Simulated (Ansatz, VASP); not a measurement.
TaN in VASP and in Ansatz

```
Ta N
1.0
     0.00000   -2.20811   -2.20811
     0.00000    2.20811   -2.20811
     4.41622    0.00000    0.00000
Ta N
2 2
Direct
  0.52150 0.47850 0.97411
  0.97850 0.02150 0.52589
  0.48092 0.51908 0.46880
  0.01908 0.98092 0.03120
```

Alike in both runs: functional PBE; k mesh 14 × 14 × 10; occupations gaussian, width 0.15 eV; no spin polarisation.

Ansatz relaxed the structure, and its values are those at the end. VASP's run is a single point on that final structure, the one shown.

|  | VASP | Ansatz |
| --- | --- | --- |
| version | VASP 6.6.1 | Ansatz 0.2.0 |
| potentials or method | VASP PAW PBE potentials, release 64 (Ta_pv, N), cutoff 520 eV | scalar-relativistic, plane waves, PAW |
| valence electrons in the cell | 32 | 36 |

VASP gave:

```
gap on the k mesh at the Fermi level (eV) : none
pressure (GPa)                            : 1.2
rms of the force components (eV/Å)        : 0.009
```

Q: What did Ansatz give for the same quantities?

A: gap on the k mesh at the Fermi level (eV): none; pressure (GPa): 0.2; rms of the force components (eV/Å): 0.003.

A gap of «none» marks a metal or a gap that the smearing closes. VASP's potentials hold 32 valence electrons a cell and Ansatz's 36, so a difference there can come from the potentials and not from the codes. Ansatz's warnings: stress scf threshold loose.

Neither program's run includes spin-orbit coupling.
